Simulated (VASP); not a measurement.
# Ba (R-3m) in VASP: single point with PBEsol

Aim: the single point of Ba with PBEsol.

Everything below comes from runs of VASP 6.6.1. Logs are shortened: lines on timing, memory, paths and dates and some standing lists are left out, and cuts for length are marked.

## Step 1: The cell of the first run

The structure is trigonal, space group R-3m (No. 166). The conventional cell has a = 5.519 Å, b = 5.519 Å, c = 7.455 Å, α = 90.00°, β = 90.00°, γ = 120.00°. Ba (site symmetry -3m) has 6 Ba at 4.04 Å within 5.3 Å.

## Step 2: Single point, PBEsol

The input, INCAR:

```
PREC = Accurate
ENCUT = 520
EDIFF = 1E-7
ISMEAR = 0
SIGMA = 0.15
LREAL = False
LASPH = True
NELM = 80
ALGO = Fast
ISIF = 2
LWAVE = False
LCHARG = False
GGA = PS
NBANDS = 11
```

The input, KPOINTS:

```
regular mesh
0
Gamma
  14 14 14
```

The input, POSCAR:

```
Ba
1.0
   -1.1667658393      2.7354610480      2.7354610480
    2.7354610480     -1.1667658393      2.7354610480
    2.7354610480      2.7354610480     -1.1667658393
Ba
1
Direct
    0.0000000000      0.0000000000      0.0000000000
```

Potentials or basis: VASP PAW PBE potentials, release 64 (Ba_sv).

Started as:

```
cat potpaw_PBE.64/Ba_sv/POTCAR > POTCAR
mpirun -np 1 vasp_std > vasp.out
```

OUTCAR:

```text
PREC = Accurate
   ENCUT = 520
   EDIFF = 1E-7
   ISMEAR = 0
   LREAL = False
   LASPH = True
   NELM = 80
   ISIF = 2
   GGA = PS

 ion  position               nearest neighbor table
   1  0.000  0.000  0.000-

  LATTYP: Found a trigonal (rhomboedric) cell.
 ALAT       =     4.0406480686
 COS(alpha) =     0.0673407927

  Lattice vectors:

 A1 = (  -1.1667658393,   2.7354610480,   2.7354610480)
 A2 = (   2.7354610480,  -1.1667658393,   2.7354610480)
 A3 = (   2.7354610480,   2.7354610480,  -1.1667658393)

Analysis of symmetry for initial positions (statically):
=====================================================================
 Subroutine PRICEL returns:
 Original cell was already a primitive cell.

 Routine SETGRP: Setting up the symmetry group for a
 trigonal (rhombohedral) supercell.

 Subroutine GETGRP returns: Found 12 space group operations
 (whereof 12 operations were pure point group operations)
 out of a pool of 12 trial point group operations.

The static configuration has the point symmetry D_3d.

Analysis of symmetry for dynamics (positions and initial velocities):
=====================================================================
 Subroutine PRICEL returns:
 Original cell was already a primitive cell.

 Routine SETGRP: Setting up the symmetry group for a
 trigonal (rhombohedral) supercell.

 Subroutine GETGRP returns: Found 12 space group operations
 (whereof 12 operations were pure point group operations)
 out of a pool of 12 trial point group operations.

The dynamic configuration has the point symmetry D_3d.

 Subroutine INISYM returns: Found 12 space group operations
 (whereof 12 operations are pure point group operations),
 and found     1 'primitive' translations

----------------------------------------------------------------------------------------

                                     Primitive cell

  volume of cell :      65.5410

  direct lattice vectors                    reciprocal lattice vectors
    -1.166765839  2.735461048  2.735461048    -0.093398096  0.162865834  0.162865834
     2.735461048 -1.166765839  2.735461048     0.162865834 -0.093398096  0.162865834
     2.735461048  2.735461048 -1.166765839     0.162865834  0.162865834 -0.093398096

  length of vectors
     4.040648069  4.040648069  4.040648069     0.248543285  0.248543285  0.248543285

  position of ions in fractional coordinates (direct lattice)
     0.000000000  0.000000000  0.000000000

  ion indices of the primitive-cell ions
   primitive index   ion index
                 1           1

----------------------------------------------------------------------------------------

 KPOINTS: regular mesh

Automatic generation of k-mesh.
 Grid dimensions read from file:
 generate k-points for:   14   14   14

 Generating k-lattice:

  Cartesian coordinates                     Fractional coordinates (reciprocal lattice)
    -0.006671293  0.011633274  0.011633274     0.071428571  0.000000000  0.000000000
     0.011633274 -0.006671293  0.011633274     0.000000000  0.071428571  0.000000000
     0.011633274  0.011633274 -0.006671293     0.000000000  0.000000000  0.071428571

  Length of vectors
     0.017753092  0.017753092  0.017753092

  Shift w.r.t. Gamma in fractional coordinates (k-lattice)
     0.000000000  0.000000000  0.000000000

 Subroutine IBZKPT returns following result:
 ===========================================

 Found    288 irreducible k-points:

 Following reciprocal coordinates:
            Coordinates               Weight
  0.000000  0.000000  0.000000      1.000000
  0.071429  0.000000  0.000000      6.000000
  0.142857  0.000000  0.000000      6.000000
  0.214286 -0.000000 -0.000000      6.000000
  0.285714 -0.000000 -0.000000      6.000000
  0.357143  0.000000 -0.000000      6.000000
[... 16 lines left out ...]
  0.214286  0.142857 -0.000000     12.000000
  0.285714  0.142857 -0.000000     12.000000
 [... further k-points ...]
   k-points           NKPTS =    288   k-points in BZ     NKDIM =    288   number of bands    NBANDS=     11
   number of dos      NEDOS =    301   number of ions     NIONS =      1
   total plane-waves  NPLWV =  27000
   dimension x,y,z NGX =    30 NGY =   30 NGZ =   30
   dimension x,y,z NGXF=    60 NGYF=   60 NGZF=   60
   ions per type =               1
   NGX,Y,Z   is equivalent  to a cutoff of  12.34, 12.34, 12.34 a.u.
   NGXF,Y,Z  is equivalent  to a cutoff of  24.69, 24.69, 24.69 a.u.
 SYSTEM =  unknown system
   PREC   = accura    normal or accurate (medium, high low for compatibility)
   ISTART =      0    job   : 0-new  1-cont  2-samecut
   ICHARG =      2    charge: 1-file 2-atom 10-const
   ISPIN  =      1    spin polarized calculation?
   LNONCOLLINEAR =      F non collinear calculations
   LSORBIT =      F    spin-orbit coupling
   LASPH  =      T    aspherical Exc in radial PAW
   ENCUT  =  520.0 eV  38.22 Ry    6.18 a.u.   7.51  7.51  7.51*2*pi/ulx,y,z
   NELM   =     80;   NELMIN=  2; NELMDL= -5     # of ELM steps
   EDIFF  = 0.1E-06   stopping-criterion for ELM
   LREAL  =      F    real-space projection
   EDIFFG = 0.1E-05   stopping-criterion for IOM
   NSW    =      0    number of steps for IOM
   IBRION =     -1    ionic relax: 0-MD 1-quasi-New 2-CG
   NFREE  =      0    steps in history (QN), initial steepest desc. (CG)
   ISIF   =      2    stress and relaxation
   ISYM   =      2    0-nonsym 1-usesym 2-fastsym
   POTIM  = 0.5000    time-step for ionic-motion
   TEBEG  =    0.0;   TEEND  =   0.0 temperature during run
   PSTRESS=    0.0 pullay stress
   NELECT =      10.0000    total number of electrons
   NUPDOWN=      -1.0000    fix difference up-down
   EMIN   =  10.00;   EMAX   =-10.00  energy-range for DOS
   EFERMI =   0.00;   METHOD = LEGACY
   ISMEAR =     0;   SIGMA  =   0.15  broadening in eV -4-tet -1-fermi 0-gaus
   EFERMI_NEDOS =   21; number of points for ismear=-14 and -15
   IALGO  =     68    algorithm
   IMIX   =      4    mixing-type and parameters
     AMIX     =   0.40;   BMIX     =  1.00
     AMIX_MAG =   1.60;   BMIX_MAG =  1.00
  volume/ion in A,a.u.               =      65.54       442.29
  Fermi-wavevector in a.u.,A,eV,Ry     =   0.874790  1.653113 10.411961  0.765258
  Thomas-Fermi vector in A             =   1.994370
   LORBIT       =      0    0 simple, 1 ext, 2 COOP (PROOUT), +10 PAW based schemes
   GGA     = PS    functional components
   LHFCALC =     F    Hartree Fock is set to
   AEXX    =    0.0000 exact exchange contribution
   IVDW    =     0    specifies the selected vdW correction
   LEPSILON=     F    determine dielectric tensor
   LRPA    =     F    only Hartree local field effects (RPA)
 non-spin polarized calculation
 RMM-DIIS sequential band-by-band and
 Gauss-broadening in eV      SIGMA  =   0.15
  energy-cutoff  :      520.00
  volume of cell :       65.54
 maximum number of plane-waves:      1781
   NGX = 15   NGY = 15   NGZ = 15

 number of electron      10.0000000 magnetization

 number of electron       9.9999998 magnetization

 Free energy of the ion-electron system (eV)
  ---------------------------------------------------
  ext. energy  EPLUGINS =         0.00000000
  ---------------------------------------------------
  free energy    TOTEN  =        -1.83645884 eV

  energy without entropy =       -1.82817038  energy(sigma->0) =       -1.83231461

 E-fermi :   1.3440     XC(G=0):  -7.3629

 val. band max:        1.3404205447   @ k =   0.5000   0.2143   0.0714
 cond. band min:       1.4316150155   @ k =   0.0000   0.0000   0.0000
 fundamental gap:      0.0911944709
 Fermi energy:         1.3439546173

 k-point     1 :       0.0000    0.0000    0.0000
  band No.  band energies     occupation
      1     -27.8430      2.00000
      2     -12.7190      2.00000
      3     -12.7190      2.00000
      4     -12.6966      2.00000
      5      -1.2500      2.00000
      6       1.4316      0.40854
      7       1.4316      0.40854
      8       5.8409      0.00000
      9       5.8409      0.00000
     10       5.9026      0.00000
     11       8.1557      0.00000

 k-point     2 :       0.0714    0.0000    0.0000
  band No.  band energies     occupation
      1     -27.8407      2.00000
      2     -12.7455      2.00000
      3     -12.7164      2.00000
      4     -12.6995      2.00000
      5      -1.1771      2.00000
      6       1.4534      0.30194
      7       1.5004      0.14033
      8       5.6577      0.00000
      9       5.6900      0.00000
     10       5.8759      0.00000
     11       8.1873      0.00000

 k-point     3 :       0.1429    0.0000    0.0000
  band No.  band energies     occupation
      1     -27.8344      2.00000
      2     -12.8317      2.00000
      3     -12.7090      2.00000
      4     -12.6941      2.00000
      5      -0.9715      2.00000
      6       1.5159      0.10498
      7       1.6921      0.00103
      8       5.2475      0.00000
      9       5.2890      0.00000
     10       5.9005      0.00000
     11       7.6643      0.00000

 k-point     4 :       0.2143   -0.0000   -0.0000
  band No.  band energies     occupation
      1     -27.8252      2.00000
      2     -12.9545      2.00000
      3     -12.6984      2.00000
      4     -12.6842      2.00000
      5      -0.6663      2.00000
      6       1.6097      0.01224
      7       1.9517      0.00000
      8       4.7986      0.00000
      9       4.8671      0.00000
     10       5.9413      0.00000
     11       7.0715      0.00000
[... 239 lines left out ...]
 k-point    22 :       0.1429    0.1429   -0.0000
  band No.  band energies     occupation
      1     -27.8260      2.00000
      2     -12.8232      2.00000
      3     -12.8125      2.00000
      4     -12.6921      2.00000
      5      -0.7263      2.00000
      6       1.6677      0.00227
      7       1.9160      0.00000
      8       4.3780      0.00000
      9       5.2508      0.00000
     10       5.4976      0.00000
     11       8.4236      0.00000

 k-point    23 :       0.2143    0.1429   -0.0000
  band No.  band energies     occupation
      1     -27.8169      2.00000
      2     -12.9398      2.00000
      3     -12.8045      2.00000
      4     -12.6819      2.00000
      5      -0.4382      2.00000
      6       1.7734      0.00005
      7       2.1709      0.00000
      8       3.9446      0.00000
      9       4.9087      0.00000
     10       5.4868      0.00000
     11       7.7870      0.00000

 k-point    24 :       0.2857    0.1429   -0.0000
  band No.  band energies     occupation
      1     -27.8068      2.00000
      2     -13.0703      2.00000
      3     -12.7913      2.00000
      4     -12.6704      2.00000
      5      -0.0876      2.00000
      6       1.8763      0.00000
      7       2.3063      0.00000
      8       3.7695      0.00000
      9       4.5534      0.00000
     10       5.5414      0.00000
     11       7.2886      0.00000

 [... further k-points ...]
[... 5 lines left out ...]
  --------------------------------------------------------------------------------------
  -------------------------------------------------------------------------------------
  Total       -0.3729823     -0.3729823     -0.3729823      0.1228958      0.1228958      0.1228958
  in kB       -9.1177095     -9.1177095     -9.1177095      3.0042399      3.0042399      3.0042399
  external PRESSURE =      -9.1177095 kB  Pullay stress =       0.0000000 kB

 VOLUME and BASIS-vectors are now :
 -----------------------------------------------------------------------------
  energy-cutoff  :      520.00
  volume of cell :       65.54
      direct lattice vectors                 reciprocal lattice vectors
    -1.166765839  2.735461048  2.735461048    -0.093398096  0.162865834  0.162865834
     2.735461048 -1.166765839  2.735461048     0.162865834 -0.093398096  0.162865834
     2.735461048  2.735461048 -1.166765839     0.162865834  0.162865834 -0.093398096

 POSITION                                       TOTAL-FORCE (eV/Angst)
 -----------------------------------------------------------------------------------
      0.00000      0.00000      0.00000        -0.000000      0.000000     -0.000000
 -----------------------------------------------------------------------------------
    total drift:                               -0.000000     -0.000000      0.000000

  FREE ENERGIE OF THE ION-ELECTRON SYSTEM (eV)
  ---------------------------------------------------
  free  energy   TOTEN  =        -1.8364588396 eV

  energy  without entropy=       -1.8281703759  energy(sigma->0) =       -1.83231461
```

It took 100 s on 1 thread of Intel Xeon Platinum 8488C (Sapphire Rapids), shared host; peak memory 0.32 GiB.

Results:

* Free energy: -1.8365 eV
* Pressure: -0.9 GPa
* Band gap on the k mesh: zero (band 5 reaches 1.34 eV, above the bottom of band 6 at 1.31 eV)

Caveat: the PAW data sets were made with another functional, which shifts forces and pressure a little; spin-orbit coupling is left out, which moves the levels of the heavy elements.
